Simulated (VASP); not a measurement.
**CoO: single point with PBE+U**

CoO:

```xyz
2
Lattice="0.0000 2.2055 2.2055 2.2055 0.0000 2.2055 2.2055 2.2055 0.0000" Properties=species:S:1:pos:R:3 pbc="T T T"
Co    0.0000    0.0000    0.0000
O     1.1028    1.1028    1.1028
```

```
Program             : VASP 6.6.1
Task                : single point
Functional          : PBE
Potentials or basis : VASP PAW PBE potentials, release 64 (Co, O)
Cutoff              : 520 eV
k mesh              : 14 × 14 × 14
Occupations         : gaussian, width 0.02 eV
Spin                : collinear spin, ferromagnetic start
Starting moments    : [3.0, 0.0] μB
Hubbard terms       : Co d U = 3.32 eV
```

- Pressure: 23.6 GPa
- Band gap on the k mesh: 0.40 eV (least direct gap 0.49 eV)
- Net moment: 3.00 μB per cell
- Site moments: Co +2.68; O +0.21 μB
- Valence electrons inside the program's atomic spheres: Co 8.15; O 5.08

Levels at points of the mesh, in eV from the valence-band top:
Spin up:
```tsv
k point	band 7	band 8	band 9	band 10	band 11	band 12
(0.00, 0.00, 0.00)	0.00	0.00	0.00	0.49	14.90	14.90
(0.50, 0.00, 0.00)	-3.47	-0.91	-0.90	6.25	7.44	13.93
(0.50, 0.50, 0.00)	-2.67	-2.67	-2.24	5.08	10.78	11.48
```
Spin down:
| k point | band 4 | band 5 | band 6 | band 7 | band 8 | band 9 |
| --- | --- | --- | --- | --- | --- | --- |
| (0.00, 0.00, 0.00) | -4.39 | -1.85 | -1.85 | 1.28 | 4.27 | 4.27 |
| (0.50, 0.00, 0.00) | -4.54 | -1.27 | -1.26 | 1.83 | 3.29 | 3.29 |
| (0.50, 0.50, 0.00) | -4.13 | -1.46 | -0.86 | 0.41 | 2.64 | 2.64 |

Eigenvalues of the final occupation matrices:
| site | spin | trace | eigenvalues |
| --- | --- | --- | --- |
| site 1 d | 1 | 4.94 | 0.97 0.97 1.00 1.00 1.00 |
| site 1 d | 2 | 2.34 | 0.15 0.15 0.15 0.95 0.95 |

Run time: 56 s on 1 thread of AMD EPYC 9R45 96-Core Processor (Zen 5), with other jobs on the host, peak memory 0.16 GiB.

Caveat: the cell stands under pressure; a cell with one magnetic atom can't hold antiferromagnetic order, which such compounds often take. The state reached can hang on the start; a lower one may exist.
